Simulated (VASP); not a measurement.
# WC in VASP: further runs

WC is run at these levels: PBEsol; tasks: single point.

Program: VASP 6.6.1. These are calculated values, not measurements. Logs are shortened: lines on timing, memory, paths and dates and some standing lists are left out, and cuts for length are marked.

### Step 1. The cell of the first run

The structure is cubic, space group Fm-3m (No. 225). Conventional cell: a = 4.035 Å, b = 4.035 Å, c = 4.035 Å, α = 90.00°, β = 90.00°, γ = 90.00°. W (site symmetry m-3m) has 6 C at 2.02 Å within 2.7 Å. C (site symmetry m-3m) has 6 W at 2.02 Å within 2.7 Å.

### Step 2. Single point, PBEsol (strain -0.080 along x and y, -0.080 along z)

The input, INCAR:

```
ALGO = Normal
EDIFF = 1E-7
ENCUT = 520
GGA = PS
ISIF = 2
ISMEAR = 0
LASPH = T
LCHARG = F
LREAL = F
LWAVE = F
NBANDS = 16
NELM = 100
PREC = Accurate
SIGMA = 0.15
```

The input, KPOINTS:

```
k-points
0
Gamma
  18 18 18
```

The input, POSCAR:

```
WC
1.0
    0.0000000000      2.0172692800      2.0172692800
    2.0172692800      0.0000000000      2.0172692800
    2.0172692800      2.0172692800      0.0000000000
W C
1 1
Direct
    0.0000000000      0.0000000000      0.0000000000
    0.5000000000      0.5000000000      0.5000000000
```

Potentials or basis: VASP PAW PBE potentials, release 64 (W_sv, C).

On the command line:

```bash
$ cat potpaw_PBE.64/W_sv/POTCAR potpaw_PBE.64/C/POTCAR > POTCAR
$ mpirun -np 1 vasp_std > vasp.out
```

OUTCAR:

```text
EDIFF = 1E-7
   ENCUT = 520
   GGA = PS
   ISIF = 2
   ISMEAR = 0
   LASPH = T
   LREAL = F
   NELM = 100
   PREC = Accurate

 ion  position               nearest neighbor table
   1  0.000  0.000  0.000-   2 2.02   2 2.02   2 2.02   2 2.02   2 2.02   2 2.02
   2  0.500  0.500  0.500-   1 2.02   1 2.02   1 2.02   1 2.02   1 2.02   1 2.02

  LATTYP: Found a face centered cubic cell.
 ALAT       =     4.0345385600

  Lattice vectors:

 A1 = (   0.0000000000,   2.0172692800,   2.0172692800)
 A2 = (   2.0172692800,   0.0000000000,   2.0172692800)
 A3 = (   2.0172692800,   2.0172692800,   0.0000000000)

Analysis of symmetry for initial positions (statically):
=====================================================================
 Subroutine PRICEL returns:
 Original cell was already a primitive cell.

 Routine SETGRP: Setting up the symmetry group for a
 face centered cubic supercell.

 Subroutine GETGRP returns: Found 48 space group operations
 (whereof 48 operations were pure point group operations)
 out of a pool of 48 trial point group operations.

The static configuration has the point symmetry O_h .

Analysis of symmetry for dynamics (positions and initial velocities):
=====================================================================
 Subroutine PRICEL returns:
 Original cell was already a primitive cell.

 Routine SETGRP: Setting up the symmetry group for a
 face centered cubic supercell.

 Subroutine GETGRP returns: Found 48 space group operations
 (whereof 48 operations were pure point group operations)
 out of a pool of 48 trial point group operations.

The dynamic configuration has the point symmetry O_h .

 Subroutine INISYM returns: Found 48 space group operations
 (whereof 48 operations are pure point group operations),
 and found     1 'primitive' translations

----------------------------------------------------------------------------------------

                                     Primitive cell

  volume of cell :      16.4181

  direct lattice vectors                    reciprocal lattice vectors
     0.000000000  2.017269280  2.017269280    -0.247859820  0.247859820  0.247859820
     2.017269280  0.000000000  2.017269280     0.247859820 -0.247859820  0.247859820
     2.017269280  2.017269280  0.000000000     0.247859820  0.247859820 -0.247859820

  length of vectors
     2.852849575  2.852849575  2.852849575     0.429305801  0.429305801  0.429305801

  position of ions in fractional coordinates (direct lattice)
     0.000000000  0.000000000  0.000000000
     0.500000000  0.500000000  0.500000000

  ion indices of the primitive-cell ions
   primitive index   ion index
                 1           1
                 2           2

----------------------------------------------------------------------------------------

 KPOINTS: k-points

Automatic generation of k-mesh.
 Grid dimensions read from file:
 generate k-points for:   18   18   18

 Generating k-lattice:

  Cartesian coordinates                     Fractional coordinates (reciprocal lattice)
    -0.013769990  0.013769990  0.013769990     0.055555556  0.000000000  0.000000000
     0.013769990 -0.013769990  0.013769990     0.000000000  0.055555556  0.000000000
     0.013769990  0.013769990 -0.013769990     0.000000000  0.000000000  0.055555556

  Length of vectors
     0.023850322  0.023850322  0.023850322

  Shift w.r.t. Gamma in fractional coordinates (k-lattice)
     0.000000000  0.000000000  0.000000000

 Subroutine IBZKPT returns following result:
 ===========================================

 Found    195 irreducible k-points:

 Following reciprocal coordinates:
            Coordinates               Weight
  0.000000  0.000000  0.000000      1.000000
  0.055556  0.000000  0.000000      8.000000
  0.111111  0.000000  0.000000      8.000000
  0.166667  0.000000  0.000000      8.000000
  0.222222  0.000000  0.000000      8.000000
  0.277778  0.000000  0.000000      8.000000
[... 16 lines left out ...]
 -0.277778  0.055556  0.000000     24.000000
 -0.222222  0.055556  0.000000     24.000000
 [... further k-points ...]
   k-points           NKPTS =    195   k-points in BZ     NKDIM =    195   number of bands    NBANDS=     16
   number of dos      NEDOS =    301   number of ions     NIONS =      2
   total plane-waves  NPLWV =  13824
   dimension x,y,z NGX =    24 NGY =   24 NGZ =   24
   dimension x,y,z NGXF=    48 NGYF=   48 NGZF=   48
   ions per type =               1   1
   NGX,Y,Z   is equivalent  to a cutoff of  13.99, 13.99, 13.99 a.u.
   NGXF,Y,Z  is equivalent  to a cutoff of  27.97, 27.97, 27.97 a.u.
 SYSTEM =  unknown system
   PREC   = accura    normal or accurate (medium, high low for compatibility)
   ISTART =      0    job   : 0-new  1-cont  2-samecut
   ICHARG =      2    charge: 1-file 2-atom 10-const
   ISPIN  =      1    spin polarized calculation?
   LNONCOLLINEAR =      F non collinear calculations
   LSORBIT =      F    spin-orbit coupling
   LASPH  =      T    aspherical Exc in radial PAW
   ENCUT  =  520.0 eV  38.22 Ry    6.18 a.u.   5.30  5.30  5.30*2*pi/ulx,y,z
   NELM   =    100;   NELMIN=  2; NELMDL= -5     # of ELM steps
   EDIFF  = 0.1E-06   stopping-criterion for ELM
   LREAL  =      F    real-space projection
   EDIFFG = 0.1E-05   stopping-criterion for IOM
   NSW    =      0    number of steps for IOM
   IBRION =     -1    ionic relax: 0-MD 1-quasi-New 2-CG
   NFREE  =      0    steps in history (QN), initial steepest desc. (CG)
   ISIF   =      2    stress and relaxation
   ISYM   =      2    0-nonsym 1-usesym 2-fastsym
   POTIM  = 0.5000    time-step for ionic-motion
   TEBEG  =    0.0;   TEEND  =   0.0 temperature during run
   PSTRESS=    0.0 pullay stress
   NELECT =      18.0000    total number of electrons
   NUPDOWN=      -1.0000    fix difference up-down
   EMIN   =  10.00;   EMAX   =-10.00  energy-range for DOS
   EFERMI =   0.00;   METHOD = LEGACY
   ISMEAR =     0;   SIGMA  =   0.15  broadening in eV -4-tet -1-fermi 0-gaus
   EFERMI_NEDOS =   21; number of points for ismear=-14 and -15
   IALGO  =     38    algorithm
   IMIX   =      4    mixing-type and parameters
     AMIX     =   0.40;   BMIX     =  1.00
     AMIX_MAG =   1.60;   BMIX_MAG =  1.00
  volume/ion in A,a.u.               =       8.21        55.40
  Fermi-wavevector in a.u.,A,eV,Ry     =   1.688075  3.190000 38.771133  2.849598
  Thomas-Fermi vector in A             =   2.770447
   LORBIT       =      0    0 simple, 1 ext, 2 COOP (PROOUT), +10 PAW based schemes
   GGA     = PS    functional components
   LHFCALC =     F    Hartree Fock is set to
   AEXX    =    0.0000 exact exchange contribution
   IVDW    =     0    specifies the selected vdW correction
   LEPSILON=     F    determine dielectric tensor
   LRPA    =     F    only Hartree local field effects (RPA)
 non-spin polarized calculation
 Gauss-broadening in eV      SIGMA  =   0.15
  energy-cutoff  :      520.00
  volume of cell :       16.42
 maximum number of plane-waves:       459
 NGX is ok and might be reduce to    24
   NGX = 11   NGY = 11   NGZ = 11

 number of electron      18.0000002 magnetization

 Free energy of the ion-electron system (eV)
  ---------------------------------------------------
  ext. energy  EPLUGINS =         0.00000000
  ---------------------------------------------------
  free energy    TOTEN  =       -21.48815908 eV

  energy without entropy =      -21.48256209  energy(sigma->0) =      -21.48536058

 E-fermi :  16.3829     XC(G=0): -15.2802

 val. band max:       16.3653742578   @ k =  -0.3333   0.4444   0.2222
 cond. band min:      16.3839231203   @ k =   0.2222   0.0556   0.0000
 fundamental gap:      0.0185488625
 Fermi energy:        16.3828831045

 k-point     1 :       0.0000    0.0000    0.0000
  band No.  band energies     occupation
      1     -58.8453      2.00000
      2     -22.7576      2.00000
      3     -22.7576      2.00000
      4     -22.7576      2.00000
      5      -1.5763      2.00000
      6      12.5628      2.00000
[... 8 lines left out ...]
     15      26.0526      0.00000
     16      44.8351      0.00000

 k-point     2 :       0.0556    0.0000    0.0000
  band No.  band energies     occupation
      1     -58.8415      2.00000
      2     -22.8066      2.00000
      3     -22.7621      2.00000
      4     -22.7621      2.00000
      5      -1.4499      2.00000
      6      12.1745      2.00000
[... 8 lines left out ...]
     15      26.2019      0.00000
     16      43.4909      0.00000

 k-point     3 :       0.1111    0.0000    0.0000
  band No.  band energies     occupation
      1     -58.8307      2.00000
      2     -22.9459      2.00000
      3     -22.7750      2.00000
      4     -22.7750      2.00000
      5      -1.0826      2.00000
      6      11.3144      2.00000
[... 8 lines left out ...]
     15      26.7805      0.00000
     16      41.1986      0.00000

 k-point     4 :       0.1667    0.0000    0.0000
  band No.  band energies     occupation
      1     -58.8141      2.00000
      2     -23.1539      2.00000
      3     -22.7948      2.00000
      4     -22.7948      2.00000
      5      -0.5066      2.00000
      6      10.3019      2.00000
[... 8 lines left out ...]
     15      28.0454      0.00000
     16      39.0120      0.00000

 k-point     5 :       0.2222    0.0000    0.0000
  band No.  band energies     occupation
      1     -58.7937      2.00000
      2     -23.4009      2.00000
      3     -22.8188      2.00000
      4     -22.8188      2.00000
      5       0.2308      2.00000
      6       9.2692      2.00000
[... 8 lines left out ...]
     15      29.5364      0.00000
     16      37.4576      0.00000

 k-point     6 :       0.2778    0.0000    0.0000
  band No.  band energies     occupation
      1     -58.7719      2.00000
      2     -23.6547      2.00000
      3     -22.8442      2.00000
      4     -22.8442      2.00000
      5       1.0742      2.00000
      6       8.2719      2.00000
[... 8 lines left out ...]
     15      31.0216      0.00000
     16      35.5228      0.00000

 k-point     7 :       0.3333    0.0000    0.0000
  band No.  band energies     occupation
      1     -58.7513      2.00000
      2     -23.8855      2.00000
      3     -22.8679      2.00000
      4     -22.8679      2.00000
      5       1.9680      2.00000
      6       7.3303      2.00000
[... 8 lines left out ...]
     15      32.3464      0.00000
     16      33.3725      0.00000

 k-point     8 :       0.3889    0.0000    0.0000
  band No.  band energies     occupation
      1     -58.7345      2.00000
      2     -24.0685      2.00000
      3     -22.8871      2.00000
      4     -22.8871      2.00000
      5       2.8626      2.00000
      6       6.4468      2.00000
[... 8 lines left out ...]
     15      31.5521      0.00000
     16      31.5521      0.00000

 k-point     9 :       0.4444    0.0000    0.0000
  band No.  band energies     occupation
      1     -58.7235      2.00000
      2     -24.1857      2.00000
      3     -22.8996      2.00000
      4     -22.8996      2.00000
      5       3.7090      2.00000
      6       5.6267      2.00000
[... 8 lines left out ...]
     15      30.2181      0.00000
     16      30.2181      0.00000
[... 172 lines left out ...]
 k-point    19 :       0.5000    0.0556    0.0000
  band No.  band energies     occupation
      1     -58.7185      2.00000
      2     -24.2067      2.00000
      3     -22.9332      2.00000
      4     -22.9153      2.00000
      5       4.2496      2.00000
      6       4.9918      2.00000
[... 8 lines left out ...]
     15      30.0402      0.00000
     16      30.0997      0.00000

 k-point    20 :      -0.4444    0.0556    0.0000
  band No.  band energies     occupation
      1     -58.7197      2.00000
      2     -24.1933      2.00000
      3     -22.9414      2.00000
      4     -22.9043      2.00000
      5       4.0292      2.00000
      6       5.2113      2.00000
[... 8 lines left out ...]
     15      30.1934      0.00000
     16      30.2521      0.00000

 k-point    21 :      -0.3889    0.0556    0.0000
  band No.  band energies     occupation
      1     -58.7283      2.00000
      2     -24.1028      2.00000
      3     -22.9397      2.00000
      4     -22.8854      2.00000
      5       3.2032      2.00000
      6       6.0152      2.00000
[... 8 lines left out ...]
     15      30.9469      0.00000
     16      31.4808      0.00000

 k-point    22 :      -0.3333    0.0556    0.0000
  band No.  band energies     occupation
      1     -58.7432      2.00000
      2     -23.9438      2.00000
      3     -22.9282      2.00000
      4     -22.8610      2.00000
      5       2.3273      2.00000
      6       6.8755      2.00000
[... 8 lines left out ...]
     15      32.1822      0.00000
     16      32.8323      0.00000

 k-point    23 :      -0.2778    0.0556    0.0000
  band No.  band energies     occupation
      1     -58.7625      2.00000
      2     -23.7319      2.00000
      3     -22.9082      2.00000
      4     -22.8338      2.00000
      5       1.4404      2.00000
      6       7.7977      2.00000
[... 8 lines left out ...]
     15      31.5537      0.00000
     16      33.8895      0.00000

 k-point    24 :      -0.2222    0.0556    0.0000
  band No.  band energies     occupation
      1     -58.7839      2.00000
      2     -23.4894      2.00000
      3     -22.8817      2.00000
      4     -22.8072      2.00000
      5       0.5860      2.00000
      6       8.7904      2.00000
[... 8 lines left out ...]
     15      30.1845      0.00000
     16      35.5087      0.00000

 [... further k-points ...]

------------------------ aborting loop because EDIFF is reached ----------------------------------------

  FORCE on cell =-STRESS in cart. coord.  units (eV):
  Direction    XX          YY          ZZ          XY          YZ          ZX
  --------------------------------------------------------------------------------------
  -------------------------------------------------------------------------------------
  Total       14.5856037     14.5856037     14.5856037     -0.0000000     -0.0000000      0.0000000
  in kB     1423.3554584   1423.3554584   1423.3554584     -0.0000000     -0.0000000      0.0000000
  external PRESSURE =    1423.3554584 kB  Pullay stress =       0.0000000 kB

 VOLUME and BASIS-vectors are now :
 -----------------------------------------------------------------------------
  energy-cutoff  :      520.00
  volume of cell :       16.42
      direct lattice vectors                 reciprocal lattice vectors
     0.000000000  2.017269280  2.017269280    -0.247859820  0.247859820  0.247859820
     2.017269280  0.000000000  2.017269280     0.247859820 -0.247859820  0.247859820
     2.017269280  2.017269280  0.000000000     0.247859820  0.247859820 -0.247859820

 POSITION                                       TOTAL-FORCE (eV/Angst)
 -----------------------------------------------------------------------------------
      0.00000      0.00000      0.00000         0.000000      0.000000      0.000000
      2.01727      2.01727      2.01727         0.000000      0.000000      0.000000
 -----------------------------------------------------------------------------------
    total drift:                                0.000000     -0.000000     -0.000000

  FREE ENERGIE OF THE ION-ELECTRON SYSTEM (eV)
  ---------------------------------------------------
  free  energy   TOTEN  =       -21.4881590803 eV

  energy  without entropy=      -21.4825620892  energy(sigma->0) =      -21.48536058
```

Run time: 17 s. Hardware: 1 thread of Intel Xeon 6975P-C (Granite Rapids), shared host; peak memory 0.18 GiB.

Results:

| Property | Result |
| --- | --- |
| Free energy | -21.4882 eV |
| Pressure | 142.3 GPa |
| Band gap on the k mesh | zero (bands 9 and 10 overlap by 4.60 eV) |

Caveat: the cell differs from its parent crystal (strain -0.080 along x and y, -0.080 along z); the cell stands under pressure; the PAW data sets were made with another functional, which shifts forces and pressure a little; spin-orbit coupling is left out, which moves the levels of the heavy elements.

[end of part 1 of 2]
